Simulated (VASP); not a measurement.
Write the native input for VASP 6.6.1 that does the following.

| Item | Value |
| --- | --- |
| Task | single point |
| Functional | PBE |
| Potentials or basis | VASP PAW PBE potentials, release 64 (Na_pv, Zn, N) |
| Cutoff | 520 eV |
| k mesh | 6 × 6 × 6 |
| Occupations | gaussian, width 0.1 eV |
| Spin | no spin polarisation |
| Dipole correction | no |
| Further INCAR settings | ALGO = Normal; EDIFF = 1e-07; NBANDS = 34 |

The structure of Na3Zn2N lies in POSCAR:

```
Na3Zn2N
1.0
    5.4985161000      0.0000000000      0.0000000000
   -2.7492580500      4.7618546200      0.0000000000
    0.0000000000      0.0000000000      3.7233078600
Na Zn N
3 2 1
Direct
    0.5000000000      0.0000000000      0.5000000000
    0.0000000000      0.5000000000      0.5000000000
    0.5000000000      0.5000000000      0.5000000000
    0.3333333300      0.6666666700      0.0000000000
    0.6666666700      0.3333333300      0.0000000000
    0.0000000000      0.0000000000      0.0000000000
```

The cell was built from a structure type or drawn by symmetry, and may not be a known phase.

One way to write it, as run:

INCAR

```
SYSTEM = Na3Zn2N
PREC = Accurate
ENCUT = 520
EDIFF = 1E-7
ISMEAR = 0
SIGMA = 0.1
LREAL = .FALSE.
LASPH = .TRUE.
NELM = 80
ALGO = Normal
ISIF = 2
LWAVE = .FALSE.
LCHARG = .FALSE.
GGA = PE
NBANDS = 34
```

KPOINTS

```
Automatic mesh
0
G
  6 6 6
  0 0 0
```

Potentials or basis: VASP PAW PBE potentials, release 64 (Na_pv, Zn, N).

Command:

```bash
$ cat potpaw_PBE.64/Na_pv/POTCAR potpaw_PBE.64/Zn/POTCAR potpaw_PBE.64/N/POTCAR > POTCAR
$ mpirun -np 1 vasp_std > vasp.out
```

It gave:

| Property | Result |
| --- | --- |
| Pressure | 19.4 GPa |
| Band gap on the k mesh | zero (bands 25 and 26 overlap by 0.65 eV) |

Caveat: the cell stands under pressure.

Run time: 75 s on 1 thread of AMD EPYC 7R13 Processor (Zen 3), on a shared host, peak memory 0.22 GiB.
